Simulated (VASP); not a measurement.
# AlFe3C: single point with LDA

AlFe3C:

```
Al Fe C
1.0
     3.76434    0.00000    0.00000
     0.00000    3.76434    0.00000
     0.00000    0.00000    3.76434
Al Fe C
1 3 1
Direct
  0.00000 0.00000 0.00000
  0.00000 0.50000 0.50000
  0.50000 0.50000 0.00000
  0.50000 0.00000 0.50000
  0.50000 0.50000 0.50000
```

| Property | Result |
| --- | --- |
| Program | VASP 6.6.1 |
| Task | single point |
| Functional | LDA |
| Potentials or basis | VASP PAW LDA potentials, release 64 (Al, Fe, C) |
| Cutoff | 520 eV |
| k mesh | 6 × 6 × 6 |
| Occupations | fermi-dirac, width 0.1 eV |
| Spin | collinear spin, ferromagnetic start |
| Starting moments | [0.0, 4.5, 4.5, 4.5, 0.0] μB |

The pressure is -17.8 GPa and the net moment is 1.78 μB per cell. The site moments are Al -0.02; Fe +0.62; C -0.04 μB. The valence electrons inside the program's atomic spheres are Al 0.76; Fe 7.57; C 2.48.

Levels at points of the mesh, in eV from the Fermi level:
Spin up:
| k point | band 12 | band 13 | band 14 | band 15 | band 16 | band 17 | band 18 | band 19 | band 20 | band 21 |
| --- | --- | --- | --- | --- | --- | --- | --- | --- | --- | --- |
| (0.00, 0.00, 0.00) | -0.98 | -0.98 | -0.77 | -0.77 | 0.28 | 0.28 | 0.28 | 0.33 | 3.62 | 3.62 |
| (0.50, 0.00, 0.00) | -1.33 | -0.93 | -0.93 | -0.83 | -0.39 | 0.28 | 1.12 | 1.12 | 3.65 | 4.34 |
| (0.50, 0.50, 0.00) | -1.66 | -1.09 | -0.90 | -0.74 | -0.49 | -0.22 | 0.81 | 0.81 | 2.36 | 5.57 |
| (0.50, 0.50, 0.50) | -1.73 | -1.73 | -1.73 | -0.59 | -0.59 | 0.19 | 0.19 | 0.19 | 2.55 | 2.55 |
Spin down:
| k point | band 13 | band 14 | band 15 | band 16 | band 17 | band 18 |
| --- | --- | --- | --- | --- | --- | --- |
| (0.00, 0.00, 0.00) | -0.29 | -0.29 | -0.29 | 0.84 | 0.84 | 0.84 |
| (0.50, 0.00, 0.00) | -0.39 | -0.32 | -0.32 | 0.19 | 0.84 | 1.48 |
| (0.50, 0.50, 0.00) | -0.75 | -0.32 | -0.21 | 0.27 | 0.39 | 1.34 |
| (0.50, 0.50, 0.50) | -1.21 | -1.21 | 0.14 | 0.14 | 0.78 | 0.78 |

Wall time 34 s on 1 thread of Intel(R) Xeon(R) Platinum 8488C (Sapphire Rapids), with other jobs on the host, peak memory 0.17 GiB.

Caveat: the cell stands under tension.
